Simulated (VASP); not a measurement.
# I (P6_3/mmc) in VASP: notebook, part 2 of 2

VASP 6.6.1. The steps go on from the part before.

### Step 3. Single point, PBEsol

This run uses another cell than the first one, of 32.24 Å³/atom, 0.592 times its volume.

The input, INCAR:

```
PREC = Accurate ; ENCUT = 520
EDIFF = 1E-7 ; ISMEAR = 0
SIGMA = 0.1 ; LREAL = False
LASPH = True ; NELM = 60
ALGO = Normal ; ISIF = 2
LWAVE = False ; LCHARG = False
GGA = PS ; NBANDS = 22
```

The input, KPOINTS:

```
regular mesh
0
Gamma
  6 6 2
```

The input, POSCAR:

```
I
1.0
    3.6198794157      0.0000000000      0.0000000000
   -1.8099397079      3.1349075327      0.0000000000
    0.0000000000      0.0000000000     11.3655840640
I
4
Direct
    0.0000000000      0.0000000000      0.0000000000
    0.0000000000      0.0000000000      0.5000000000
    0.3333333333      0.6666666667      0.7500000000
    0.6666666667      0.3333333333      0.2500000000
```

Potentials or basis: VASP PAW PBE potentials, release 64 (I).

Started as:

```bash
$ cat potpaw_PBE.64/I/POTCAR > POTCAR
$ mpirun -np 1 vasp_std > vasp.out
```

OUTCAR:

```text
PREC = Accurate
   ENCUT = 520
   EDIFF = 1E-7
   ISMEAR = 0
   LREAL = False
   LASPH = True
   NELM = 60
   ISIF = 2
   GGA = PS

 ion  position               nearest neighbor table
   1  0.000  0.000  0.000-   3 3.53   4 3.53   4 3.53   3 3.53   4 3.53   3 3.53
   2  0.000  0.000  0.500-   3 3.53   4 3.53   4 3.53   3 3.53   4 3.53   3 3.53
   3  0.333  0.667  0.750-   1 3.53   2 3.53   1 3.53   2 3.53   1 3.53   2 3.53
   4  0.667  0.333  0.250-   1 3.53   2 3.53   1 3.53   2 3.53   1 3.53   2 3.53

  LATTYP: Found a hexagonal cell.
 ALAT       =     3.6198794157
 C/A-ratio  =     3.1397686936

  Lattice vectors:

 A1 = (   3.6198794157,   0.0000000000,   0.0000000000)
 A2 = (  -1.8099397079,   3.1349075327,   0.0000000000)
 A3 = (   0.0000000000,   0.0000000000,  11.3655840640)

Analysis of symmetry for initial positions (statically):
=====================================================================
 Subroutine PRICEL returns:
 Original cell was already a primitive cell.

 Routine SETGRP: Setting up the symmetry group for a
 hexagonal supercell.

 Subroutine GETGRP returns: Found 24 space group operations
 (whereof 12 operations were pure point group operations)
 out of a pool of 24 trial point group operations.

The static configuration has the point symmetry D_3d.
 The point group associated with its full space group is D_6h.

Analysis of symmetry for dynamics (positions and initial velocities):
=====================================================================
 Subroutine PRICEL returns:
 Original cell was already a primitive cell.

 Routine SETGRP: Setting up the symmetry group for a
 hexagonal supercell.

 Subroutine GETGRP returns: Found 24 space group operations
 (whereof 12 operations were pure point group operations)
 out of a pool of 24 trial point group operations.

The dynamic configuration has the point symmetry D_3d.
[... 110 lines left out ...]
   IALGO  =     38    algorithm
   IMIX   =      4    mixing-type and parameters
     AMIX     =   0.40;   BMIX     =  1.00
     AMIX_MAG =   1.60;   BMIX_MAG =  1.00
  volume/ion in A,a.u.               =      32.24       217.59
  Fermi-wavevector in a.u.,A,eV,Ry     =   0.983914  1.859329 13.171630  0.968088
  Thomas-Fermi vector in A             =   2.115108
   LORBIT       =      0    0 simple, 1 ext, 2 COOP (PROOUT), +10 PAW based schemes
   GGA     = PS    functional components
   LHFCALC =     F    Hartree Fock is set to
   AEXX    =    0.0000 exact exchange contribution
   IVDW    =     0    specifies the selected vdW correction
   LEPSILON=     F    determine dielectric tensor
   LRPA    =     F    only Hartree local field effects (RPA)
 non-spin polarized calculation
 Gauss-broadening in eV      SIGMA  =   0.10
  energy-cutoff  :      520.00
  volume of cell :      128.98
 maximum number of plane-waves:      3498
 NGX is ok and might be reduce to    28
   NGX = 13   NGY = 13   NGZ = 43

 number of electron      28.0000000 magnetization

 Free energy of the ion-electron system (eV)
  ---------------------------------------------------
  ext. energy  EPLUGINS =         0.00000000
  ---------------------------------------------------
  free energy    TOTEN  =        -5.45517660 eV

  energy without entropy =       -5.40850540  energy(sigma->0) =       -5.43184100

 E-fermi :   5.4581     XC(G=0):  -9.6510

 val. band max:        5.4468634751   @ k =   0.5000   0.0000   0.5000
 cond. band min:       5.4728498726   @ k =   0.3333   0.1667   0.5000
 fundamental gap:      0.0259863974
 Fermi energy:         5.4581480818

 k-point     1 :       0.0000    0.0000    0.0000
  band No.  band energies     occupation
      1      -8.5653      2.00000
      2      -7.7800      2.00000
      3      -7.7702      2.00000
      4      -6.6281      2.00000
      5       0.2335      2.00000
      6       3.1363      2.00000
[... 339 lines left out ...]
     21      14.4462      0.00000
     22      14.4462      0.00000

------------------------ aborting loop because EDIFF is reached ----------------------------------------

  FORCE on cell =-STRESS in cart. coord.  units (eV):
  Direction    XX          YY          ZZ          XY          YZ          ZX
  --------------------------------------------------------------------------------------
  -------------------------------------------------------------------------------------
  Total       -0.0414005     -0.0414005     -0.0796460      0.0000000      0.0000000      0.0000000
  in kB       -0.5142865     -0.5142865     -0.9893818      0.0000000      0.0000000      0.0000000
  external PRESSURE =      -0.6726516 kB  Pullay stress =       0.0000000 kB

 VOLUME and BASIS-vectors are now :
 -----------------------------------------------------------------------------
  energy-cutoff  :      520.00
  volume of cell :      128.98
      direct lattice vectors                 reciprocal lattice vectors
     3.619879416  0.000000000  0.000000000     0.276252296  0.159494337  0.000000000
    -1.809939708  3.134907533  0.000000000     0.000000000  0.318988675  0.000000000
     0.000000000  0.000000000 11.365584064     0.000000000  0.000000000  0.087984920

 POSITION                                       TOTAL-FORCE (eV/Angst)
 -----------------------------------------------------------------------------------
      0.00000      0.00000      0.00000         0.000000      0.000000      0.000000
      0.00000      0.00000      5.68279         0.000000      0.000000      0.000000
     -0.00000      2.08994      8.52419        -0.000000     -0.000000     -0.000000
      1.80994      1.04497      2.84140         0.000000      0.000000     -0.000000
 -----------------------------------------------------------------------------------
    total drift:                               -0.000000      0.000000      0.000000

  FREE ENERGIE OF THE ION-ELECTRON SYSTEM (eV)
  ---------------------------------------------------
  free  energy   TOTEN  =        -5.4551766047 eV

  energy  without entropy=       -5.4085054001  energy(sigma->0) =       -5.43184100
```

stdout:

```text
POSCAR found type information on POSCAR I
 POSCAR found :  1 types and       4 ions
 scaLAPACK will be used
 -----------------------------------------------------------------------------
|                                                                             |
|                                                                             |
|     You enforced a specific xc type in the INCAR file but a different       |
|     I HOPE YOU KNOW WHAT YOU ARE DOING!                                     |
|                                                                             |
 -----------------------------------------------------------------------------

 LDA part: xc-table for (Slater+PW92), standard interpolation
 POSCAR, INCAR and KPOINTS ok, starting setup
 FFT: planning ... GRIDC
 FFT: planning ... GRID_SOFT
 FFT: planning ... GRID
 WAVECAR not read
 entering main loop
```

Run time: 30 s. Hardware: 1 thread of Intel Xeon Platinum 8375C at 2.90GHz (Ice Lake), shared host; peak memory 0.24 GiB.

What came out:

| Item | Value |
| --- | --- |
| Free energy | -5.4552 eV |
| Pressure | -0.1 GPa |
| Band gap on the k mesh | zero (band 14 reaches 6.50 eV, above the bottom of band 15 at 4.62 eV) |

Levels at points of the mesh, in eV from the Fermi level:
```tsv
k point	band 11	band 12	band 13	band 14	band 15	band 16	band 17	band 18
(0.00, 0.00, 0.00)	0.50	0.53	0.53	1.04	1.04	1.40	6.05	6.92
(0.50, 0.00, 0.00)	-1.53	-0.74	-0.73	-0.51	0.10	0.36	4.68	4.76
(0.00, 0.00, 0.50)	0.19	0.19	0.87	0.87	0.87	0.87	6.30	6.30
(0.50, 0.00, 0.50)	-1.32	-1.32	-0.68	-0.68	-0.01	-0.01	5.00	5.00
```

Caveat: the PAW data sets were made with another functional, which shifts forces and pressure a little; spin-orbit coupling is left out, which moves the levels of the heavy elements.

### Step 4. Single point, PBEsol

This run uses another cell than the first one, of 35.90 Å³/atom, 0.659 times its volume.

The input, INCAR:

```
SYSTEM = I
PREC = Accurate
ENCUT = 520
EDIFF = 1E-6
ISMEAR = 0
SIGMA = 0.1
LREAL = .False.
LASPH = .True.
NELM = 100
ALGO = Normal
ISIF = 2
LWAVE = .False.
LCHARG = .False.
GGA = PS
NBANDS = 22
```

The input, KPOINTS:

```
regular mesh
0
Gamma
  15 15 6
  0 0 0
```

The input, POSCAR:

```
I
1.0
    4.1838972581      0.0000000000      0.0000000000
   -2.0919486291      3.6233613123      0.0000000000
    0.0000000000      0.0000000000      9.4729420750
I
4
Direct
    0.0000000000      0.0000000000      0.0000000000
    0.0000000000      0.0000000000      0.5000000000
    0.3333333333      0.6666666667      0.7500000000
    0.6666666667      0.3333333333      0.2500000000
```

Potentials or basis: VASP PAW PBE potentials, release 64 (I).

Started as:

```bash
$ cat potpaw_PBE.64/I/POTCAR > POTCAR
$ mpirun -np 1 vasp_std > vasp.out
```

OUTCAR:

```text
SYSTEM = I
   PREC = Accurate
   ENCUT = 520
   EDIFF = 1E-6
   ISMEAR = 0
   LREAL = .False.
   LASPH = .True.
   NELM = 100
   ISIF = 2
   GGA = PS

 ion  position               nearest neighbor table
   1  0.000  0.000  0.000-   3 3.38   4 3.38   3 3.38   4 3.38   4 3.38   3 3.38
   2  0.000  0.000  0.500-   3 3.38   4 3.38   3 3.38   4 3.38   4 3.38   3 3.38
   3  0.333  0.667  0.750-   1 3.38   2 3.38   1 3.38   2 3.38   1 3.38   2 3.38
   4  0.667  0.333  0.250-   1 3.38   2 3.38   1 3.38   2 3.38   1 3.38   2 3.38

[... 803 lines left out ...]
  Direction    XX          YY          ZZ          XY          YZ          ZX
  --------------------------------------------------------------------------------------
  -------------------------------------------------------------------------------------
  Total       -0.0300060     -0.0300060     -0.0255417      0.0000000      0.0000000      0.0000000
  in kB       -0.3347653     -0.3347653     -0.2849597      0.0000000      0.0000000      0.0000000
  external PRESSURE =      -0.3181634 kB  Pullay stress =       0.0000000 kB

 VOLUME and BASIS-vectors are now :
 -----------------------------------------------------------------------------
  energy-cutoff  :      520.00
  volume of cell :      143.61
      direct lattice vectors                 reciprocal lattice vectors
     4.183897258  0.000000000  0.000000000     0.239011605  0.137993415  0.000000000
    -2.091948629  3.623361312  0.000000000     0.000000000  0.275986829  0.000000000
     0.000000000  0.000000000  9.472942075     0.000000000  0.000000000  0.105563825

 POSITION                                       TOTAL-FORCE (eV/Angst)
 -----------------------------------------------------------------------------------
      0.00000      0.00000      0.00000        -0.000000     -0.000000     -0.000000
      0.00000      0.00000      4.73647        -0.000000     -0.000000     -0.000000
     -0.00000      2.41557      7.10471         0.000000     -0.000000     -0.000000
      2.09195      1.20779      2.36824        -0.000000      0.000000      0.000000
 -----------------------------------------------------------------------------------
    total drift:                               -0.000000      0.000000     -0.000000

  FREE ENERGIE OF THE ION-ELECTRON SYSTEM (eV)
  ---------------------------------------------------
  free  energy   TOTEN  =        -5.7962219086 eV

  energy  without entropy=       -5.7751966369  energy(sigma->0) =       -5.78570927
```

stdout:

```text
POSCAR found type information on POSCAR I
 POSCAR found :  1 types and       4 ions
 scaLAPACK will be used
 -----------------------------------------------------------------------------
|                                                                             |
|                                                                             |
|     You enforced a specific xc type in the INCAR file but a different       |
|     I HOPE YOU KNOW WHAT YOU ARE DOING!                                     |
|                                                                             |
 -----------------------------------------------------------------------------

 LDA part: xc-table for (Slater+PW92), standard interpolation
 POSCAR, INCAR and KPOINTS ok, starting setup
 FFT: planning ... GRIDC
 FFT: planning ... GRID_SOFT
 FFT: planning ... GRID
 WAVECAR not read
 entering main loop
```

Run time: 4.2 min. Hardware: 1 thread of Intel Xeon Platinum 8375C at 2.90GHz (Ice Lake), shared host; peak memory 0.4 GiB.

Results:

| Quantity | Value |
| --- | --- |
| Free energy | -5.7962 eV |
| Pressure | 0.0 GPa |
| Band gap on the k mesh | zero (band 14 reaches 4.91 eV, above the bottom of band 15 at 4.15 eV) |

Caveat: the PAW data sets were made with another functional, which shifts forces and pressure a little; spin-orbit coupling is left out, which moves the levels of the heavy elements.

### Step 5. The runs side by side

| cell | k mesh | gap on the mesh (eV) | pressure (GPa) |
| --- | --- | --- | --- |
| a = 5.444, b = 5.444, c = 8.495 Å, angles 90.0, 90.0, 120.0°, 4 atoms | 6 × 6 × 2 | none | 0.0 |
| a = 3.620, b = 3.620, c = 11.366 Å, angles 90.0, 90.0, 120.0°, 4 atoms | 6 × 6 × 2 | none | -0.1 |
| a = 4.184, b = 4.184, c = 9.473 Å, angles 90.0, 90.0, 120.0°, 4 atoms | 15 × 15 × 6 | none | 0.0 |

Alike in all rows: task single point; level PBEsol; potentials or basis VASP PAW PBE potentials, release 64 (I); no spin polarisation; cutoff (eV) 520; smearing gaussian 0.1 eV.

Caveats: some runs use coarse meshes; the PAW data sets were made with another functional, which shifts forces and pressure a little; spin-orbit coupling is left out, which moves the levels of the heavy elements; this functional lacks dispersion, which binds the layers, so the pressure and a relaxed spacing across them are unreliable (some runs).

Absolute energies hang on the potentials; compare differences alone.
